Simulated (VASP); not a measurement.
# SiC (P6_3mc) in VASP: further runs

SiC is run at these levels: PBE; tasks: single point, relaxation of cell and atoms.

All numbers are computed with VASP 6.6.1; they aren't measurements. Logs are shortened: lines on timing, memory, paths and dates and some standing lists are left out, and cuts for length are marked.

**1. The cell of the first run**

The structure is hexagonal, space group P6_3mc (No. 186). Conventional cell: a = 3.095 Å, b = 3.095 Å, c = 15.187 Å, α = 90.00°, β = 90.00°, γ = 120.00°. Within 2.5 Å of Si (site symmetry 3m) lie 4 C at 1.89 to 1.90 Å. Si (site symmetry 3m) has 4 C at 1.89 to 1.90 Å within 2.5 Å. Within 2.5 Å of Si (site symmetry 3m) lie 4 C at 1.90 Å. Within 2.5 Å of C (site symmetry 3m) lie 4 Si at 1.89 to 1.90 Å. Within 2.5 Å of C (site symmetry 3m) lie 4 Si at 1.89 to 1.90 Å. Within 2.5 Å of C (site symmetry 3m) lie 4 Si at 1.90 Å.

**2. Single point, PBE**

INCAR

```
SYSTEM = SiC
  PREC = Accurate
  ENCUT = 520
  EDIFF = 1E-6
  ISMEAR = 0
  SIGMA = 0.02
  LREAL = .False.
  LASPH = .True.
  NELM = 60
  ALGO = Normal
  ISIF = 2
  LWAVE = .False.
  LCHARG = .True.
  GGA = PE
  LELF = .True.
  LVHAR = .True.
  NBANDS = 36
```

KPOINTS

```
Automatic mesh
0
Gamma
  12 12 2
  0 0 0
```

POSCAR

```
SiC
1.0
    3.0950009631      0.0000000029      0.0000000000
   -1.5475004841      2.6803494573      0.0000000000
    0.0000000000      0.0000000000     15.1865790415
Si C
6 6
Direct
    0.3333333333      0.6666666667      0.8329928118
    0.6666666667      0.3333333333      0.3329928118
    0.6666666667      0.3333333333      0.6665013375
    0.3333333333      0.6666666667      0.1665013375
    0.0000000000      0.0000000000      0.4997231285
    0.0000000000      0.0000000000      0.9997231285
    0.0000000000      0.0000000000      0.8743712409
    0.0000000000      0.0000000000      0.3743712409
    0.3333333333      0.6666666667      0.7079990929
    0.6666666667      0.3333333333      0.2079990929
    0.6666666667      0.3333333333      0.5415133885
    0.3333333333      0.6666666667      0.0415133885
```

Potentials or basis: VASP PAW PBE potentials, release 64 (Si, C).

Launch:

```console
> cat potpaw_PBE.64/Si/POTCAR potpaw_PBE.64/C/POTCAR > POTCAR
> mpirun -np 1 vasp_std > vasp.out
```

OUTCAR:

```text
SYSTEM = SiC
   PREC = Accurate
   ENCUT = 520
   EDIFF = 1E-6
   ISMEAR = 0
   LREAL = .False.
   LASPH = .True.
   NELM = 60
   ISIF = 2
   GGA = PE

 ion  position               nearest neighbor table
   1  0.333  0.667  0.833-   7 1.89   7 1.89   7 1.89   9 1.90   3 3.10   3 3.10   3 3.10   6 3.10
                             6 3.10   6 3.10
   2  0.667  0.333  0.333-   8 1.89   8 1.89   8 1.89  10 1.90   4 3.10   4 3.10   4 3.10   5 3.10
                             5 3.10   5 3.10
   3  0.667  0.333  0.667-   9 1.89   9 1.89   9 1.89  11 1.90   1 3.10   1 3.10   1 3.10   5 3.10
                             5 3.10   5 3.10
   4  0.333  0.667  0.167-  10 1.89  10 1.89  10 1.89  12 1.90   2 3.10   2 3.10   2 3.10   6 3.10
                             6 3.10   6 3.10
   5  0.000  0.000  0.500-  11 1.90  11 1.90  11 1.90   8 1.90   2 3.10   2 3.10   2 3.10   3 3.10
                             3 3.10   3 3.10
   6  0.000  0.000  1.000-  12 1.90  12 1.90  12 1.90   7 1.90   1 3.10   1 3.10   1 3.10   4 3.10
                             4 3.10   4 3.10
   7  0.000  0.000  0.874-   1 1.89   1 1.89   1 1.89   6 1.90
   8  0.000  0.000  0.374-   2 1.89   2 1.89   2 1.89   5 1.90
   9  0.333  0.667  0.708-   3 1.89   3 1.89   3 1.89   1 1.90
  10  0.667  0.333  0.208-   4 1.89   4 1.89   4 1.89   2 1.90
  11  0.667  0.333  0.542-   5 1.90   5 1.90   5 1.90   3 1.90
  12  0.333  0.667  0.042-   6 1.90   6 1.90   6 1.90   4 1.90

  LATTYP: Found a hexagonal cell.
 ALAT       =     3.0950009631
 C/A-ratio  =     4.9068091489

  Lattice vectors:

 A1 = (   3.0950009631,   0.0000000029,   0.0000000000)
 A2 = (  -1.5475004841,   2.6803494573,   0.0000000000)
 A3 = (   0.0000000000,   0.0000000000,  15.1865790415)

Analysis of symmetry for initial positions (statically):
=====================================================================
 Subroutine PRICEL returns:
 Original cell was already a primitive cell.

 Routine SETGRP: Setting up the symmetry group for a
 hexagonal supercell.

 Subroutine GETGRP returns: Found 12 space group operations
 (whereof  6 operations were pure point group operations)
 out of a pool of 24 trial point group operations.

The static configuration has the point symmetry C_3v.
 The point group associated with its full space group is C_6v.

Analysis of symmetry for dynamics (positions and initial velocities):
=====================================================================
 Subroutine PRICEL returns:
 Original cell was already a primitive cell.

 Routine SETGRP: Setting up the symmetry group for a
 hexagonal supercell.

 Subroutine GETGRP returns: Found 12 space group operations
 (whereof  6 operations were pure point group operations)
 out of a pool of 24 trial point group operations.

The dynamic configuration has the point symmetry C_3v.
 The point group associated with its full space group is C_6v.

 Subroutine INISYM returns: Found 12 space group operations
 (whereof  6 operations are pure point group operations),
 and found     1 'primitive' translations

----------------------------------------------------------------------------------------

                                     Primitive cell

  volume of cell :     125.9831

  direct lattice vectors                    reciprocal lattice vectors
     3.095000963  0.000000003  0.000000000     0.323101676  0.186542840  0.000000000
    -1.547500484  2.680349457  0.000000000    -0.000000000  0.373085680  0.000000000
     0.000000000  0.000000000 15.186579041     0.000000000  0.000000000  0.065847614

  length of vectors
     3.095000963  3.095000963 15.186579041     0.373085680  0.373085680  0.065847614

  position of ions in fractional coordinates (direct lattice)
     0.333333333  0.666666667  0.832992812
     0.666666667  0.333333333  0.332992812
     0.666666667  0.333333333  0.666501338
     0.333333333  0.666666667  0.166501338
     0.000000000  0.000000000  0.499723129
     0.000000000  0.000000000  0.999723129
     0.000000000  0.000000000  0.874371241
     0.000000000  0.000000000  0.374371241
     0.333333333  0.666666667  0.707999093
     0.666666667  0.333333333  0.207999093
     0.666666667  0.333333333  0.541513389
     0.333333333  0.666666667  0.041513389

  ion indices of the primitive-cell ions
   primitive index   ion index
                 1           1
                 2           2
                 3           3
                 4           4
                 5           5
                 6           6
                 7           7
                 8           8
                 9           9
                10          10
                11          11
                12          12

----------------------------------------------------------------------------------------

 KPOINTS: Automatic mesh

Automatic generation of k-mesh.
 Grid dimensions read from file:
 generate k-points for:   12   12    2

 Generating k-lattice:

  Cartesian coordinates                     Fractional coordinates (reciprocal lattice)
     0.026925140  0.015545237  0.000000000     0.083333333 -0.000000000  0.000000000
    -0.000000000  0.031090473  0.000000000     0.000000000  0.083333333  0.000000000
     0.000000000  0.000000000  0.032923807     0.000000000  0.000000000  0.500000000

  Length of vectors
     0.031090473  0.031090473  0.032923807

  Shift w.r.t. Gamma in fractional coordinates (k-lattice)
     0.000000000  0.000000000  0.000000000

 Subroutine IBZKPT returns following result:
 ===========================================

 Found     38 irreducible k-points:

 Following reciprocal coordinates:
            Coordinates               Weight
  0.000000  0.000000  0.000000      1.000000
  0.083333 -0.000000  0.000000      6.000000
  0.166667 -0.000000  0.000000      6.000000
  0.250000  0.000000  0.000000      6.000000
  0.333333  0.000000  0.000000      6.000000
  0.416667  0.000000  0.000000      6.000000
[... 16 lines left out ...]
  0.250000  0.000000  0.500000      6.000000
  0.333333  0.000000  0.500000      6.000000
 [... further k-points ...]
   k-points           NKPTS =     38   k-points in BZ     NKDIM =     38   number of bands    NBANDS=     36
   number of dos      NEDOS =    301   number of ions     NIONS =     12
   total plane-waves  NPLWV =  69120
   dimension x,y,z NGX =    24 NGY =   24 NGZ =  120
   dimension x,y,z NGXF=    48 NGYF=   48 NGZF=  240
   ions per type =               6   6
   NGX,Y,Z   is equivalent  to a cutoff of  12.89, 12.89, 13.14 a.u.
   NGXF,Y,Z  is equivalent  to a cutoff of  25.78, 25.78, 26.27 a.u.
 SYSTEM =  SiC
   PREC   = accura    normal or accurate (medium, high low for compatibility)
   ISTART =      0    job   : 0-new  1-cont  2-samecut
   ICHARG =      2    charge: 1-file 2-atom 10-const
   ISPIN  =      1    spin polarized calculation?
   LNONCOLLINEAR =      F non collinear calculations
   LSORBIT =      F    spin-orbit coupling
   LASPH  =      T    aspherical Exc in radial PAW
   ENCUT  =  520.0 eV  38.22 Ry    6.18 a.u.   5.75  5.75 28.24*2*pi/ulx,y,z
   NELM   =     60;   NELMIN=  2; NELMDL= -5     # of ELM steps
   EDIFF  = 0.1E-05   stopping-criterion for ELM
   LREAL  =      F    real-space projection
   EDIFFG = 0.1E-04   stopping-criterion for IOM
   NSW    =      0    number of steps for IOM
   IBRION =     -1    ionic relax: 0-MD 1-quasi-New 2-CG
   NFREE  =      0    steps in history (QN), initial steepest desc. (CG)
   ISIF   =      2    stress and relaxation
   ISYM   =      2    0-nonsym 1-usesym 2-fastsym
   POTIM  = 0.5000    time-step for ionic-motion
   TEBEG  =    0.0;   TEEND  =   0.0 temperature during run
   PSTRESS=    0.0 pullay stress
   NELECT =      48.0000    total number of electrons
   NUPDOWN=      -1.0000    fix difference up-down
   EMIN   =  10.00;   EMAX   =-10.00  energy-range for DOS
   EFERMI =   0.00;   METHOD = LEGACY
   ISMEAR =     0;   SIGMA  =   0.02  broadening in eV -4-tet -1-fermi 0-gaus
   EFERMI_NEDOS =   21; number of points for ismear=-14 and -15
   IALGO  =     38    algorithm
   IMIX   =      4    mixing-type and parameters
     AMIX     =   0.40;   BMIX     =  1.00
     AMIX_MAG =   1.60;   BMIX_MAG =  1.00
  volume/ion in A,a.u.               =      10.50        70.85
  Fermi-wavevector in a.u.,A,eV,Ry     =   1.186819  2.242763 19.164344  1.408540
  Thomas-Fermi vector in A             =   2.322984
   LORBIT       =      0    0 simple, 1 ext, 2 COOP (PROOUT), +10 PAW based schemes
   GGA     = PE    functional components
   LHFCALC =     F    Hartree Fock is set to
   AEXX    =    0.0000 exact exchange contribution
   IVDW    =     0    specifies the selected vdW correction
   LEPSILON=     F    determine dielectric tensor
   LRPA    =     F    only Hartree local field effects (RPA)
 non-spin polarized calculation
 Gauss-broadening in eV      SIGMA  =   0.02
  energy-cutoff  :      520.00
  volume of cell :      125.98
 maximum number of plane-waves:      3444
 NGX is ok and might be reduce to    24
   NGX = 11   NGY = 11   NGZ = 57

 number of electron      48.0000002 magnetization

 Free energy of the ion-electron system (eV)
  ---------------------------------------------------
  ext. energy  EPLUGINS =         0.00000000
  ---------------------------------------------------
  free energy    TOTEN  =       -90.37376100 eV

  energy without entropy =      -90.37376100  energy(sigma->0) =      -90.37376100

 E-fermi :   8.1445     XC(G=0): -11.2906

 val. band max:        7.9886753913   @ k =   0.0000   0.0000   0.0000
 cond. band min:      10.0179262866   @ k =   0.5000   0.0000   0.0000
 fundamental gap:      2.0292508953
 Fermi energy:         8.1445317196

 k-point     1 :       0.0000    0.0000    0.0000
  band No.  band energies     occupation
      1      -7.3523      2.00000
      2      -6.8369      2.00000
      3      -6.8019      2.00000
      4      -5.3269      2.00000
      5      -5.2985      2.00000
      6      -3.8404      2.00000
[... 925 lines left out ...]
     35      15.8187      0.00000
     36      15.8189      0.00000

 [... further k-points ...]

------------------------ aborting loop because EDIFF is reached ----------------------------------------

  FORCE on cell =-STRESS in cart. coord.  units (eV):
  Direction    XX          YY          ZZ          XY          YZ          ZX
  --------------------------------------------------------------------------------------
  -------------------------------------------------------------------------------------
  Total       -0.0399696     -0.0399696     -0.0368791      0.0000000      0.0000000     -0.0000000
  in kB       -0.5083091     -0.5083091     -0.4690059      0.0000000      0.0000000     -0.0000000
  external PRESSURE =      -0.4952080 kB  Pullay stress =       0.0000000 kB

 VOLUME and BASIS-vectors are now :
 -----------------------------------------------------------------------------
  energy-cutoff  :      520.00
  volume of cell :      125.98
      direct lattice vectors                 reciprocal lattice vectors
     3.095000963  0.000000003  0.000000000     0.323101676  0.186542840  0.000000000
    -1.547500484  2.680349457  0.000000000    -0.000000000  0.373085680  0.000000000
     0.000000000  0.000000000 15.186579041     0.000000000  0.000000000  0.065847614

 POSITION                                       TOTAL-FORCE (eV/Angst)
 -----------------------------------------------------------------------------------
     -0.00000      1.78690     12.65031        -0.000000      0.000000     -0.000940
      1.54750      0.89345      5.05702        -0.000000     -0.000000     -0.000940
      1.54750      0.89345     10.12188        -0.000000     -0.000000     -0.000533
     -0.00000      1.78690      2.52859         0.000000     -0.000000     -0.000533
      0.00000      0.00000      7.58908        -0.000000      0.000000      0.001395
      0.00000      0.00000     15.18237        -0.000000     -0.000000      0.001395
      0.00000      0.00000     13.27871         0.000000     -0.000000     -0.000175
      0.00000      0.00000      5.68542        -0.000000      0.000000     -0.000175
     -0.00000      1.78690     10.75208         0.000000     -0.000000     -0.000049
      1.54750      0.89345      3.15879         0.000000     -0.000000     -0.000049
      1.54750      0.89345      8.22374         0.000000     -0.000000      0.000302
     -0.00000      1.78690      0.63045        -0.000000      0.000000      0.000302
 -----------------------------------------------------------------------------------
    total drift:                                0.000000      0.000000     -0.000675

  FREE ENERGIE OF THE ION-ELECTRON SYSTEM (eV)
  ---------------------------------------------------
  free  energy   TOTEN  =       -90.3737609962 eV

  energy  without entropy=      -90.3737609962  energy(sigma->0) =      -90.37376100
```

Wall time 67 s (1 thread of Intel Xeon 6975P-C (Granite Rapids), shared host); peak memory 0.31 GiB.

What came out:

```yaml
Free_energy: -90.3738 eV
Pressure: 0.0 GPa
Band_gap_on_the_k_mesh: 2.03 eV (least direct gap 3.12 eV)
```

Levels at points of the mesh, in eV from the valence-band top:
```csv
k point,band 22,band 23,band 24,band 25,band 26,band 27
"(0.00, 0.00, 0.00)",-0.04,0.00,0.00,5.05,5.22,5.63
"(0.50, 0.00, 0.00)",-1.77,-1.65,-1.10,2.03,2.21,3.19
"(0.00, 0.00, 0.50)",-0.10,-0.10,-0.10,5.12,5.12,5.86
"(0.50, 0.00, 0.50)",-1.70,-1.30,-1.30,2.07,2.07,3.41
```

A k mesh can miss the band edges.

**3. Relaxation of cell and atoms, PBE**

This run uses another cell than the first one, of 10.31 Å³/atom.

INCAR

```
SYSTEM = SiC
PREC = Accurate
ENCUT = 600
EDIFF = 1E-6
ISMEAR = 0
SIGMA = 0.02
LREAL = .FALSE.
LASPH = .TRUE.
NELM = 60
ALGO = Normal
ISIF = 3
LWAVE = .FALSE.
LCHARG = .FALSE.
GGA = PE
IBRION = 2
NSW = 100
EDIFFG = -0.002
```

KPOINTS

```
Automatic mesh
0
G
  12 12 2
  0 0 0
```

POSCAR

```
SiC
1.0
    3.0766210100      0.0000000000      0.0000000000
   -1.5383105100      2.6644319500      0.0000000000
    0.0000000000      0.0000000000     15.0980843200
Si C
6 6
Direct
    0.3333333300      0.6666666700      0.8329861500
    0.6666666700      0.3333333300      0.3329861500
    0.6666666700      0.3333333300      0.6665006000
    0.3333333300      0.6666666700      0.1665006000
    0.0000000000      0.0000000000      0.4997294200
    0.0000000000      0.0000000000      0.9997294200
    0.0000000000      0.0000000000      0.8743664100
    0.0000000000      0.0000000000      0.3743664100
    0.3333333300      0.6666666700      0.7079967800
    0.6666666700      0.3333333300      0.2079967800
    0.6666666700      0.3333333300      0.5415216400
    0.3333333300      0.6666666700      0.0415216400
```

Potentials or basis: VASP PAW PBE potentials, release 64 (Si, C).

Launch:

```console
> cat potpaw_PBE.64/Si/POTCAR potpaw_PBE.64/C/POTCAR > POTCAR
> mpirun -np 1 vasp_std > vasp.out
```

It took 5.3 min on 1 thread of Intel Xeon 6975P-C (Granite Rapids), shared host; peak memory 0.38 GiB.

The run converged. Its results:

```yaml
Free_energy: -90.3798 eV
Relaxed_volume: 10.49 Å³/atom
Relaxed_cell: a = 3.094 Å, b = 3.094 Å, c = 15.182 Å, α = 90.00°, β = 90.00°, γ = 120.00°
Space_group_after_relaxing_to_0.1_Å: P6_3mc (No. 186)
Energy_gained_by_relaxing: 2.0 meV/atom
Ionic_steps: 8
Pressure_after_relaxing: 0.0 GPa
Band_gap_on_the_k_mesh: 2.03 eV (least direct gap 3.12 eV)
```

Step by step:
```
step  energy change (eV)  largest force (eV/Å)  pressure (GPa)  volume (Å³)
   1              0.0000                0.0075            3.72       123.77
   2              0.0013                0.0174           -3.59       128.10
   3             -0.0241                0.0053            0.00       125.88
   4             -0.0241                0.0050            0.07       125.84
   5             -0.0241                0.0045            0.07       125.84
   6             -0.0241                0.0014            0.07       125.84
   7             -0.0241                0.0007            0.05       125.85
   8             -0.0241                0.0006           -0.01       125.89
```

Final structure:
```yaml
crystal:
  lattice:
    - [3.09422, 0.00000, 0.00000]
    - [-1.54711, 2.67967, 0.00000]
    - [0.00000, 0.00000, 15.18246]
  atoms:
    - { symbol: Si, position: [0.33333, 0.66667, 0.83299] }
    - { symbol: Si, position: [0.66667, 0.33333, 0.33299] }
    - { symbol: Si, position: [0.66667, 0.33333, 0.66650] }
    - { symbol: Si, position: [0.33333, 0.66667, 0.16650] }
    - { symbol: Si, position: [0.00000, 0.00000, 0.49973] }
    - { symbol: Si, position: [0.00000, 0.00000, 0.99973] }
    - { symbol: C, position: [0.00000, 0.00000, 0.87437] }
    - { symbol: C, position: [0.00000, 0.00000, 0.37437] }
    - { symbol: C, position: [0.33333, 0.66667, 0.70800] }
    - { symbol: C, position: [0.66667, 0.33333, 0.20800] }
    - { symbol: C, position: [0.66667, 0.33333, 0.54151] }
    - { symbol: C, position: [0.33333, 0.66667, 0.04152] }
```

Levels at points of the mesh, in eV from the valence-band top:
| k point | band 20 | band 21 | band 22 | band 23 | band 24 | band 25 | band 26 | band 27 | band 28 | band 29 |
| --- | --- | --- | --- | --- | --- | --- | --- | --- | --- | --- |
| (0.00, 0.00, 0.00) | -0.30 | -0.30 | -0.04 | 0.00 | 0.00 | 5.06 | 5.23 | 5.63 | 6.14 | 6.14 |
| (0.50, 0.00, 0.00) | -2.24 | -1.80 | -1.77 | -1.65 | -1.10 | 2.03 | 2.21 | 3.19 | 3.87 | 4.56 |
| (0.00, 0.00, 0.50) | -0.64 | -0.10 | -0.10 | -0.10 | -0.10 | 5.13 | 5.13 | 5.87 | 5.87 | 6.51 |
| (0.50, 0.00, 0.50) | -2.33 | -1.70 | -1.70 | -1.30 | -1.30 | 2.07 | 2.07 | 3.41 | 3.41 | 4.76 |

A k mesh can miss the band edges.
